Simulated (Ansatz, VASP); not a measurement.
# RuCl2 in VASP and in Ansatz

```
Ru Cl
1.0
     3.54969    0.00000    0.00000
    -1.77485    3.07412    0.00000
     0.00000    0.00000    5.72639
Ru Cl
1 2
Direct
  0.00000 0.00000 0.00000
  0.33333 0.66667 0.25200
  0.66667 0.33333 0.74800
```

Alike in both runs: task single point; functional PBE; k mesh 6 × 6 × 4; occupations gaussian, width 0.05 eV; no spin polarisation; Hubbard terms Ru d U = 4 eV.

```csv
,VASP,Ansatz
version,VASP 6.6.1,Ansatz 0.2.0
potentials or method,"VASP PAW PBE potentials, release 64 (Ru_pv, Cl)",Ansatz PAW
plane-wave cutoff (eV),520,420
valence electrons in the cell,28,30
```

VASP gave:

```
gap on the k mesh at the Fermi level (eV)                     : 2.68
least direct gap on the mesh (eV)                             : 2.80
pressure (GPa)                                                : -2.0
traceless stress, the component that is largest in VASP (GPa) : -2.35
rms of the force components (eV/Å)                            : 0.473
```

Q: Estimate Ansatz's values.

A: gap on the k mesh at the Fermi level (eV): 2.88; least direct gap on the mesh (eV): 2.94; pressure (GPa): -2.9; traceless stress, the component that is largest in VASP (GPa): -2.57; rms of the force components (eV/Å): 0.543.

The programs project onto different local orbitals, so the same U acts differently, and such runs can settle in different states. Atom by atom the forces differ by 0.070 eV/Å (rms over components). VASP's potentials hold 28 valence electrons a cell and Ansatz's 30, so a difference there can come from the potentials and not from the codes.
